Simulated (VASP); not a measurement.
# Ba: relaxation of cell and atoms with PBEsol

Crystal: Ba.

```xyz
2
Lattice="4.3343 0.0000 0.0000 -2.1672 3.7536 0.0000 0.0000 0.0000 7.0892" Properties=species:S:1:pos:R:3 pbc="T T T"
Ba    0.0000    2.5024    1.7723
Ba    2.1672    1.2512    5.3169
```

This isn't the form of Ba at room conditions, which is bcc.

```yaml
Program: VASP 6.6.1
Task: relaxation of cell and atoms
Functional: PBEsol
Potentials_or_basis: VASP PAW PBE potentials, release 64 (Ba_sv)
Cutoff: 500 eV
k_mesh: 12 × 12 × 6
Occupations: gaussian, width 0.1 eV
Spin: no spin polarisation
Dipole_correction: no
Further_INCAR_settings: ALGO = Normal; EDIFF = 1e-07; IBRION = 2; EDIFFG = -0.01; NSW = 80; ISIF = 3
```

The relaxed volume is 58.34 Å³/atom and the relaxed cell is a = 4.352 Å, b = 4.352 Å, c = 7.112 Å, α = 90.00°, β = 90.00°, γ = 120.00°. The space group after relaxing (to 0.1 Å) is P6_3/mmc (No. 194). The energy gained by relaxing is 0.2 meV/atom and the ionic steps are 3. The pressure after relaxing is 0.0 GPa. The band gap on the k mesh is zero (bands 10 and 11 overlap by 0.42 eV).

The path:
```csv
step,energy change (eV),largest force (eV/Å),pressure (GPa),volume (Å³)
1,0.0000,0.0000,0.11,115.34
2,-0.0003,0.0000,0.06,115.99
3,-0.0005,0.0000,0.01,116.69
```

Final structure:
```
Ba
1.0
     4.35248    0.00000    0.00000
    -2.17624    3.76936    0.00000
     0.00000    0.00000    7.11239
Ba
2
Cartesian
  0.0000 2.5129 1.7781
  2.1762 1.2565 5.3343
```

Levels at points of the mesh, in eV from the Fermi level:
```tsv
k point	band 8	band 9	band 10	band 11	band 12	band 13
(0.00, 0.00, 0.00)	-13.61	-2.82	-1.01	1.32	1.82	1.83
(0.50, 0.00, 0.00)	-13.69	-0.71	-0.50	-0.24	0.76	1.50
(0.00, 0.00, 0.50)	-13.65	-1.80	-1.80	1.08	1.08	1.82
(0.50, 0.00, 0.50)	-13.76	-0.82	-0.82	0.45	0.45	1.77
```

Wall time 74 s on 1 thread of Intel(R) Xeon(R) 6975P-C (Granite Rapids) (shared host), peak memory 0.29 GiB.

Caveat: the PAW data sets were made with another functional, which shifts forces and pressure a little; spin-orbit coupling is left out, which moves the levels of the heavy elements. Zero-point motion and thermal expansion aren't in these numbers.
